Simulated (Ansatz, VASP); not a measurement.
# One calculation of SiNi, two programs

```
Ni Si
1.0
     2.94277    0.00000    0.00000
     0.00000    3.28033    0.00000
     0.00000    0.00000    4.67745
Ni Si
2 2
Cartesian
  1.4714 1.6402 1.6020
  0.0000 0.0000 3.0754
  1.4714 1.6402 3.9438
  0.0000 0.0000 0.7337
```

Alike in both runs: task relaxation of cell and atoms; functional PBE; k mesh 9 × 8 × 6; occupations fermi-dirac, width 0.05 eV; collinear spin.

|  | VASP | Ansatz |
| --- | --- | --- |
| version | VASP 6.6.1 | Ansatz 0.2.0 |
| potentials or method | VASP PAW PBE potentials, release 64 (Ni, Si) | Ansatz PAW |
| plane-wave cutoff (eV) | 600 | 420 |
| valence electrons in the cell | 28 | 44 |

|  | VASP | Ansatz | Ansatz less VASP |
| --- | --- | --- | --- |
| gap on the k mesh at the Fermi level, each at its own relaxed structure (eV) | none | none | - |
| net moment per atom (μB) | 0.00 | 0.00 | 0.000 |
| relaxed volume (Å³/atom) | 11.70 | 11.71 | +0.009 |
| relaxed length of the cell vector where the two differ most in proportion (Å) | 2.988 | 2.998 | +0.0098 |

A gap of «none» marks a metal or a gap that the smearing closes. VASP's potentials hold 28 valence electrons a cell and Ansatz's 44, so a difference there can come from the potentials and not from the codes.

Noted on Ansatz's run: the plane-wave basis is chosen anew once the cell has moved, so the energies of steps on either side of that aren't comparable.
